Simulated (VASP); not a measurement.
Input of a VASP 6.6.1 run:

INCAR

```
SYSTEM = ZnS
PREC = Accurate
ENCUT = 500
EDIFF = 1E-6
ISMEAR = -1
SIGMA = 0.05
LREAL = .FALSE.
LASPH = .TRUE.
NELM = 120
ALGO = Normal
ISIF = 2
LWAVE = .FALSE.
LCHARG = .TRUE.
LELF = .TRUE.
LVHAR = .TRUE.
NBANDS = 16
GGA_COMPAT = .FALSE.
```

The input KPOINTS:

```
Automatic mesh
0
G
  8 8 8
  0 0 0
```

File POSCAR:

```
ZnS
1.0
    0.0000000000      2.6781340000      2.6781340000
    2.6781340000      0.0000000000      2.6781340000
    2.6781340000      2.6781340000      0.0000000000
Zn S
1 1
Direct
    0.0000000000      0.0000000000      0.0000000000
    0.2500000000      0.2500000000      0.2500000000
```

Potentials or basis: VASP PAW LDA potentials, release 64 (Zn, S).

Command:

```sh
$ cat potpaw_LDA.64/Zn/POTCAR potpaw_LDA.64/S/POTCAR > POTCAR
$ mpirun -np 1 vasp_std > vasp.out
```

(1) Predict the band gap on the k mesh.

(2) What does it give for the pressure?

## Answers

(1) 2.01 eV.

(2) -2.5 GPa.
